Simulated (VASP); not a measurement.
Here is a VASP 6.6.1 calculation.

INCAR

```
ALGO = Normal ; EDIFF = 1E-6
ENCUT = 520 ; GGA = PE
ISIF = 2 ; ISMEAR = 0
LASPH = T ; LCHARG = F
LREAL = F ; LWAVE = F
NBANDS = 38 ; NELM = 100
PREC = Accurate ; SIGMA = 0.1
```

Contents of KPOINTS:

```
k-points
0
Gamma
  4 4 4
```

The input POSCAR:

```
Ge4P
1.0
    0.0000000000      3.8364233413      3.8364233413
    3.8364233413      0.0000000000      3.8364233413
    3.8364233413      3.8364233413      0.0000000000
Ge P
4 1
Direct
    0.8745778725      0.8745778725      0.8745778725
    0.8745778725      0.8745778725      0.3762663824
    0.8745778725      0.3762663824      0.8745778725
    0.3762663824      0.8745778725      0.8745778725
    0.2500000000      0.2500000000      0.2500000000
```

Potentials or basis: VASP PAW PBE potentials, release 64 (Ge_d, P).

Command:

```bash
$ cat potpaw_PBE.64/Ge_d/POTCAR potpaw_PBE.64/P/POTCAR > POTCAR
$ mpirun -np 1 vasp_std > vasp.out
```

Question: Predict the pressure.

Answer: 0.2 GPa.

Question: Estimate the band gap on the k mesh.

Answer: Zero (an odd number of electrons rules out a gap without spin polarisation).

Question: What does it give for the largest force?

Answer: 0.004 eV/Å.

Forces in eV/Å, atoms in the order of the input:
```
Ge  -0.002 -0.002 -0.002
Ge   0.002  0.002 -0.002
Ge   0.002 -0.002  0.002
Ge  -0.002  0.002  0.002
P    0.000  0.000  0.000
```
